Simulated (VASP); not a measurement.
# SnPb3O4 (P4mm) in VASP: notebook, part 2 of 2

VASP 6.6.1. Earlier steps stand in the parts before.

### Step 3. Single point, PBE (21.19 Å³/atom)

This run uses another cell than the first one, of 21.19 Å³/atom.

The input, INCAR:

```
ALGO = Normal ; EDIFF = 1E-7
ENCUT = 520 ; GGA = PE
ISIF = 2 ; ISMEAR = 0
LASPH = True ; LCHARG = False
LREAL = False ; LWAVE = False
NBANDS = 50 ; NELM = 80
PREC = Accurate ; SIGMA = 0.02
```

The input, KPOINTS:

```
k-points
0
Gamma
  8 8 4
```

The input, POSCAR:

```
SnPb3O4
1.0
    3.9928538624      0.0000000000      0.0000000000
    0.0000000000      3.9928538624      0.0000000000
    0.0000000000      0.0000000000     10.6329181148
Sn Pb O
1 3 4
Direct
    0.5000000000      0.5000000000      0.3904218614
    0.0000000000      0.0000000000      0.1193005179
    0.0000000000      0.0000000000      0.6092529142
    0.5000000000      0.5000000000      0.8913277748
    0.0000000000      0.5000000000      0.0027694906
    0.0000000000      0.5000000000      0.4920784752
    0.5000000000      0.0000000000      0.0027694906
    0.5000000000      0.0000000000      0.4920784752
```

Potentials or basis: VASP PAW PBE potentials, release 64 (Sn_d, Pb_d, O).

Started as:

```console
$ cat potpaw_PBE.64/Sn_d/POTCAR potpaw_PBE.64/Pb_d/POTCAR potpaw_PBE.64/O/POTCAR > POTCAR
$ mpirun -np 1 vasp_std > vasp.out
```

OUTCAR:

```text
EDIFF = 1E-7
   ENCUT = 520
   GGA = PE
   ISIF = 2
   ISMEAR = 0
   LASPH = True
   LREAL = False
   NELM = 80
   PREC = Accurate

 ion  position               nearest neighbor table
   1  0.500  0.500  0.390-   6 2.27   8 2.27   8 2.27   6 2.27   3 3.66   3 3.66   3 3.66   3 3.66

   2  0.000  0.000  0.119-   5 2.35   7 2.35   5 2.35   7 2.35   4 3.72   4 3.72   4 3.72   4 3.72

   3  0.000  0.000  0.609-   6 2.35   8 2.35   6 2.35   8 2.35   1 3.66   1 3.66   1 3.66   1 3.66
                             4 4.12   4 4.12   4 4.12   4 4.12
   4  0.500  0.500  0.891-   5 2.32   7 2.32   7 2.32   5 2.32   2 3.72   2 3.72   2 3.72   2 3.72
                             3 4.12   3 4.12   3 4.12   3 4.12
   5  0.000  0.500  0.003-   4 2.32   4 2.32   2 2.35   2 2.35
   6  0.000  0.500  0.492-   1 2.27   1 2.27   3 2.35   3 2.35
   7  0.500  0.000  0.003-   4 2.32   4 2.32   2 2.35   2 2.35
   8  0.500  0.000  0.492-   1 2.27   1 2.27   3 2.35   3 2.35

  LATTYP: Found a simple tetragonal cell.
 ALAT       =     3.9928538624
 C/A-ratio  =     2.6629870467

  Lattice vectors:

 A1 = (   3.9928538624,   0.0000000000,   0.0000000000)
 A2 = (   0.0000000000,   3.9928538624,   0.0000000000)
 A3 = (   0.0000000000,   0.0000000000,  10.6329181148)

Analysis of symmetry for initial positions (statically):
=====================================================================
 Subroutine PRICEL returns:
 Original cell was already a primitive cell.

 Routine SETGRP: Setting up the symmetry group for a
 simple tetragonal supercell.

 Subroutine GETGRP returns: Found  8 space group operations
 (whereof  8 operations were pure point group operations)
 out of a pool of 16 trial point group operations.

The static configuration has the point symmetry C_4v.

Analysis of symmetry for dynamics (positions and initial velocities):
=====================================================================
 Subroutine PRICEL returns:
 Original cell was already a primitive cell.

 Routine SETGRP: Setting up the symmetry group for a
 simple tetragonal supercell.

 Subroutine GETGRP returns: Found  8 space group operations
 (whereof  8 operations were pure point group operations)
 out of a pool of 16 trial point group operations.

The dynamic configuration has the point symmetry C_4v.

 Subroutine INISYM returns: Found  8 space group operations
 (whereof  8 operations are pure point group operations),
 and found     1 'primitive' translations

----------------------------------------------------------------------------------------

                                     Primitive cell

  volume of cell :     169.5194

  direct lattice vectors                    reciprocal lattice vectors
     3.992853862  0.000000000  0.000000000     0.250447433  0.000000000  0.000000000
     0.000000000  3.992853862  0.000000000     0.000000000  0.250447433  0.000000000
     0.000000000  0.000000000 10.632918115     0.000000000  0.000000000  0.094047560

  length of vectors
     3.992853862  3.992853862 10.632918115     0.250447433  0.250447433  0.094047560

[... 51 lines left out ...]
  0.250000  0.000000  0.000000      4.000000
  0.375000  0.000000  0.000000      4.000000
  0.500000  0.000000  0.000000      2.000000
  0.125000  0.125000  0.000000      4.000000
[... 16 lines left out ...]
  0.375000  0.125000  0.250000     16.000000
  0.500000  0.125000  0.250000      8.000000
 [... further k-points ...]
   k-points           NKPTS =     45   k-points in BZ     NKDIM =     45   number of bands    NBANDS=     50
   number of dos      NEDOS =    301   number of ions     NIONS =      8
   total plane-waves  NPLWV =  72000
   dimension x,y,z NGX =    30 NGY =   30 NGZ =   80
   dimension x,y,z NGXF=    60 NGYF=   60 NGZF=  160
   ions per type =               1   3   4
   NGX,Y,Z   is equivalent  to a cutoff of  12.49, 12.49, 12.51 a.u.
   NGXF,Y,Z  is equivalent  to a cutoff of  24.98, 24.98, 25.02 a.u.
 SYSTEM =  unknown system
   PREC   = accura    normal or accurate (medium, high low for compatibility)
   ISTART =      0    job   : 0-new  1-cont  2-samecut
   ICHARG =      2    charge: 1-file 2-atom 10-const
   ISPIN  =      1    spin polarized calculation?
   LNONCOLLINEAR =      F non collinear calculations
   LSORBIT =      F    spin-orbit coupling
   LASPH  =      T    aspherical Exc in radial PAW
   ENCUT  =  520.0 eV  38.22 Ry    6.18 a.u.   7.42  7.42 19.77*2*pi/ulx,y,z
   NELM   =     80;   NELMIN=  2; NELMDL= -5     # of ELM steps
   EDIFF  = 0.1E-06   stopping-criterion for ELM
   LREAL  =      F    real-space projection
   EDIFFG = 0.1E-05   stopping-criterion for IOM
   NSW    =      0    number of steps for IOM
   IBRION =     -1    ionic relax: 0-MD 1-quasi-New 2-CG
   NFREE  =      0    steps in history (QN), initial steepest desc. (CG)
   ISIF   =      2    stress and relaxation
   ISYM   =      2    0-nonsym 1-usesym 2-fastsym
   POTIM  = 0.5000    time-step for ionic-motion
   TEBEG  =    0.0;   TEEND  =   0.0 temperature during run
   PSTRESS=    0.0 pullay stress
   NELECT =      80.0000    total number of electrons
   NUPDOWN=      -1.0000    fix difference up-down
   EMIN   =  10.00;   EMAX   =-10.00  energy-range for DOS
   EFERMI =   0.00;   METHOD = LEGACY
   ISMEAR =     0;   SIGMA  =   0.02  broadening in eV -4-tet -1-fermi 0-gaus
   EFERMI_NEDOS =   21; number of points for ismear=-14 and -15
   IALGO  =     38    algorithm
   IMIX   =      4    mixing-type and parameters
     AMIX     =   0.40;   BMIX     =  1.00
     AMIX_MAG =   1.60;   BMIX_MAG =  1.00
  volume/ion in A,a.u.               =      21.19       143.00
  Fermi-wavevector in a.u.,A,eV,Ry     =   1.274574  2.408596 22.103194  1.624539
  Thomas-Fermi vector in A             =   2.407334
   LORBIT       =      0    0 simple, 1 ext, 2 COOP (PROOUT), +10 PAW based schemes
   GGA     = PE    functional components
   LHFCALC =     F    Hartree Fock is set to
   AEXX    =    0.0000 exact exchange contribution
   IVDW    =     0    specifies the selected vdW correction
   LEPSILON=     F    determine dielectric tensor
   LRPA    =     F    only Hartree local field effects (RPA)
 non-spin polarized calculation
 Gauss-broadening in eV      SIGMA  =   0.02
  energy-cutoff  :      520.00
  volume of cell :      169.52
 maximum number of plane-waves:      4615
 NGX is ok and might be reduce to    30
   NGX = 15   NGY = 15   NGZ = 39

 number of electron      79.9999999 magnetization

 Free energy of the ion-electron system (eV)
  ---------------------------------------------------
  ext. energy  EPLUGINS =         0.00000000
  ---------------------------------------------------
  free energy    TOTEN  =       -43.59792156 eV

  energy without entropy =      -43.59792156  energy(sigma->0) =      -43.59792156

 E-fermi :   4.7495     XC(G=0):  -9.4021

 val. band max:        4.6005508274   @ k =   0.1250   0.0000   0.0000
 cond. band min:       5.9306461218   @ k =   0.5000   0.5000   0.0000
 fundamental gap:      1.3300952944
 Fermi energy:         4.7494525536

 k-point     1 :       0.0000    0.0000    0.0000
  band No.  band energies     occupation
      1     -16.3217      2.00000
      2     -16.1120      2.00000
      3     -16.1120      2.00000
      4     -16.1118      2.00000
      5     -16.0906      2.00000
      6     -14.0531      2.00000
[... 1261 lines left out ...]
     49      11.1293      0.00000
     50      11.2213      0.00000

 [... further k-points ...]

------------------------ aborting loop because EDIFF is reached ----------------------------------------

  FORCE on cell =-STRESS in cart. coord.  units (eV):
  Direction    XX          YY          ZZ          XY          YZ          ZX
  --------------------------------------------------------------------------------------
  -------------------------------------------------------------------------------------
  Total        0.5701123      0.5701123      0.4619637      0.0000000      0.0000000      0.0000000
  in kB        5.3882987      5.3882987      4.3661553      0.0000000      0.0000000      0.0000000
  external PRESSURE =       5.0475842 kB  Pullay stress =       0.0000000 kB

 VOLUME and BASIS-vectors are now :
 -----------------------------------------------------------------------------
  energy-cutoff  :      520.00
  volume of cell :      169.52
      direct lattice vectors                 reciprocal lattice vectors
     3.992853862  0.000000000  0.000000000     0.250447433  0.000000000  0.000000000
     0.000000000  3.992853862  0.000000000     0.000000000  0.250447433  0.000000000
     0.000000000  0.000000000 10.632918115     0.000000000  0.000000000  0.094047560

 POSITION                                       TOTAL-FORCE (eV/Angst)
 -----------------------------------------------------------------------------------
      1.99643      1.99643      4.15132         0.000000     -0.000000     -0.064360
      0.00000      0.00000      1.26851         0.000000      0.000000      0.040709
      0.00000      0.00000      6.47814         0.000000      0.000000      0.042996
      1.99643      1.99643      9.47742         0.000000      0.000000     -0.038725
      0.00000      1.99643      0.02945         0.000000      0.000000      0.000136
      0.00000      1.99643      5.23223         0.000000      0.000000      0.009554
      1.99643      0.00000      0.02945         0.000000     -0.000000      0.000136
      1.99643      0.00000      5.23223         0.000000      0.000000      0.009554
 -----------------------------------------------------------------------------------
    total drift:                                0.000000      0.000000     -0.000322

  FREE ENERGIE OF THE ION-ELECTRON SYSTEM (eV)
  ---------------------------------------------------
  free  energy   TOTEN  =       -43.5979215617 eV

  energy  without entropy=      -43.5979215617  energy(sigma->0) =      -43.59792156
```

Run time: 7.1 min. Hardware: 1 thread of Oxide Virtual Turin-like, shared host; peak memory 0.42 GiB.

Results:

```yaml
Free_energy: -43.5979 eV
Pressure: 0.5 GPa
Largest_force: 0.064 eV/Å
Band_gap_on_the_k_mesh: 1.33 eV (least direct gap 1.78 eV)
```

Forces in eV/Å, atoms in the order of the input:
```
Sn   0.000  0.000 -0.064
Pb   0.000  0.000  0.041
Pb   0.000  0.000  0.043
Pb   0.000  0.000 -0.039
O    0.000  0.000  0.000
O    0.000  0.000  0.010
O    0.000  0.000  0.000
O    0.000  0.000  0.010
```

Caveat: spin-orbit coupling is left out, which moves the levels of the heavy elements.

### Step 4. Single point, PBE (23.16 Å³/atom)

This run uses another cell than the first one, of 23.16 Å³/atom.

The input, INCAR:

```
PREC = Accurate ; ENCUT = 520
EDIFF = 1E-7 ; ISMEAR = 0
SIGMA = 0.02 ; LREAL = False
LASPH = True ; NELM = 60
ALGO = Normal ; ISIF = 2
LWAVE = False ; LCHARG = False
GGA = PE ; NBANDS = 50
```

The input, KPOINTS:

```
Automatic mesh
0
Gamma
  8 8 4
```

The input, POSCAR:

```
SnPb3O4
1.0
    4.0126791490      0.0000000000      0.0000000000
    0.0000000000      4.0126791490      0.0000000000
    0.0000000000      0.0000000000     11.5049453661
Sn Pb O
1 3 4
Direct
    0.5000000000      0.5000000000      0.3947212428
    0.0000000000      0.0000000000      0.1135309443
    0.0000000000      0.0000000000      0.5967009832
    0.5000000000      0.5000000000      0.9032481767
    0.0000000000      0.5000000000      0.0066542448
    0.0000000000      0.5000000000      0.4892445818
    0.5000000000      0.0000000000      0.0066542448
    0.5000000000      0.0000000000      0.4892445818
```

Started as:

```console
$ cat potpaw_PBE.64/Sn_d/POTCAR potpaw_PBE.64/Pb_d/POTCAR potpaw_PBE.64/O/POTCAR > POTCAR
$ mpirun -np 1 vasp_std > vasp.out
```

Wall time 13 min (1 thread of Oxide Virtual Turin-like, shared host); peak memory 0.46 GiB.

Results (log left out):

| Item | Value |
| --- | --- |
| Free energy | -43.5937 eV |
| Pressure | -0.4 GPa |
| Largest force | 0.064 eV/Å |
| Band gap on the k mesh | 1.61 eV (least direct gap 1.65 eV) |

Forces in eV/Å, atoms in the order of the input:
```
Sn   0.000  0.000 -0.064
Pb   0.000  0.000  0.041
Pb   0.000  0.000  0.047
Pb   0.000  0.000 -0.037
O    0.000  0.000 -0.002
O    0.000  0.000  0.009
O    0.000  0.000 -0.002
O    0.000  0.000  0.009
```

Stress tensor (GPa, compression positive):
```
-0.38  0.00  0.00
 0.00 -0.38  0.00
 0.00  0.00 -0.29
```

Levels at points of the mesh, in eV from the valence-band top:
```
           k point  band 36  band 37  band 38  band 39  band 40  band 41  band 42  band 43  band 44  band 45
(0.00, 0.00, 0.00)    -1.44    -1.35    -1.35    -0.95     0.00     1.65     1.90     3.98     4.23     4.47
(0.50, 0.00, 0.00)    -2.58    -1.69    -1.25    -1.04    -0.77     2.42     2.73     3.10     3.29     5.34
(0.50, 0.50, 0.00)    -1.59    -1.34    -1.10    -0.76    -0.72     1.76     1.76     3.55     3.55     3.78
(0.00, 0.00, 0.50)    -1.44    -1.35    -1.35    -0.58    -0.33     1.61     1.89     4.08     4.31     4.68
(0.50, 0.00, 0.50)    -2.58    -1.63    -1.10    -1.09    -0.91     2.45     2.78     3.04     3.24     5.47
(0.50, 0.50, 0.50)    -1.59    -1.34    -1.13    -0.76    -0.72     2.17     2.17     2.44     2.44     5.13
```

Caveat: spin-orbit coupling is left out, which moves the levels of the heavy elements. A k mesh can miss the band edges.

### Step 5. Single point, PBE (24.03 Å³/atom)

This run uses another cell than the first one, of 24.03 Å³/atom.

The input, INCAR:

```
SYSTEM = SnPb3O4
PREC = Accurate
ENCUT = 520
EDIFF = 1E-6
ISMEAR = 0
SIGMA = 0.02
LREAL = .False.
LASPH = .True.
NELM = 80
ALGO = Normal
ISIF = 2
LWAVE = .False.
LCHARG = .False.
GGA = PE
NBANDS = 50
```

The input, KPOINTS:

```
regular mesh
0
Gamma
  8 8 4
  0 0 0
```

The input, POSCAR:

```
SnPb3O4
1.0
    4.0154313618      0.0000000000      0.0000000000
    0.0000000000      4.0154313618      0.0000000000
    0.0000000000      0.0000000000     11.9227335314
Sn Pb O
1 3 4
Direct
    0.5000000000      0.5000000000      0.3942735341
    0.0000000000      0.0000000000      0.1134035662
    0.0000000000      0.0000000000      0.5892868792
    0.5000000000      0.5000000000      0.9105218301
    0.0000000000      0.5000000000      0.0104761427
    0.0000000000      0.5000000000      0.4857804526
    0.5000000000      0.0000000000      0.0104761427
    0.5000000000      0.0000000000      0.4857804526
```

Started as:

```console
$ cat potpaw_PBE.64/Sn_d/POTCAR potpaw_PBE.64/Pb_d/POTCAR potpaw_PBE.64/O/POTCAR > POTCAR
$ mpirun -np 1 vasp_std > vasp.out
```

Run time: 14 min. Hardware: 1 thread of Oxide Virtual Turin-like, shared host; peak memory 0.47 GiB.

Results (log left out):

```yaml
Free_energy: -43.5768 eV
Pressure: -0.5 GPa
Largest_force: 0.058 eV/Å
Band_gap_on_the_k_mesh: 1.59 eV (least direct gap 1.61 eV)
```

Forces on the atoms (eV/Å):
```
Sn   0.000  0.000 -0.058
Pb   0.000  0.000  0.037
Pb   0.000  0.000  0.036
Pb   0.000  0.000 -0.041
O    0.000  0.000  0.004
O    0.000  0.000  0.010
O    0.000  0.000  0.004
O    0.000  0.000  0.010
```

Stress tensor (GPa, compression positive):
```
-0.49  0.00  0.00
 0.00 -0.49  0.00
 0.00  0.00 -0.39
```

Levels at points of the mesh, in eV from the valence-band top:
| k point | band 38 | band 39 | band 40 | band 41 | band 42 | band 43 |
| --- | --- | --- | --- | --- | --- | --- |
| (0.00, 0.00, 0.00) | -1.29 | -0.89 | 0.00 | 1.61 | 1.89 | 3.71 |
| (0.50, 0.00, 0.00) | -1.15 | -0.99 | -0.76 | 2.39 | 2.76 | 3.09 |
| (0.50, 0.50, 0.00) | -1.08 | -0.70 | -0.67 | 1.92 | 1.92 | 3.46 |
| (0.00, 0.00, 0.50) | -1.29 | -0.59 | -0.29 | 1.59 | 1.89 | 3.81 |
| (0.50, 0.00, 0.50) | -1.03 | -1.02 | -0.88 | 2.42 | 2.81 | 3.03 |
| (0.50, 0.50, 0.50) | -1.10 | -0.70 | -0.67 | 2.25 | 2.25 | 2.57 |

Caveat: spin-orbit coupling is left out, which moves the levels of the heavy elements.

### Step 6. Overview

| cell | gap on the mesh (eV) | pressure (GPa) | largest force (eV/Å) |
| --- | --- | --- | --- |
| a = 3.985, b = 3.985, c = 10.342 Å, 8 atoms, atomic positions A | 1.18 | 1.0 | 0.07 |
| a = 3.993, b = 3.993, c = 10.633 Å, 8 atoms, atomic positions B | 1.33 | 0.5 | 0.06 |
| a = 4.013, b = 4.013, c = 11.505 Å, 8 atoms, atomic positions C | 1.61 | -0.4 | 0.06 |
| a = 4.015, b = 4.015, c = 11.923 Å, 8 atoms, atomic positions D | 1.59 | -0.5 | 0.06 |

Alike in all rows: task single point; level PBE; potentials or basis VASP PAW PBE potentials, release 64 (Sn_d, Pb_d, O); no spin polarisation; k mesh 8 × 8 × 4; cutoff (eV) 520; smearing gaussian 0.02 eV.

Caveats: spin-orbit coupling is left out, which moves the levels of the heavy elements.

Absolute energies hang on the potentials; compare differences alone.
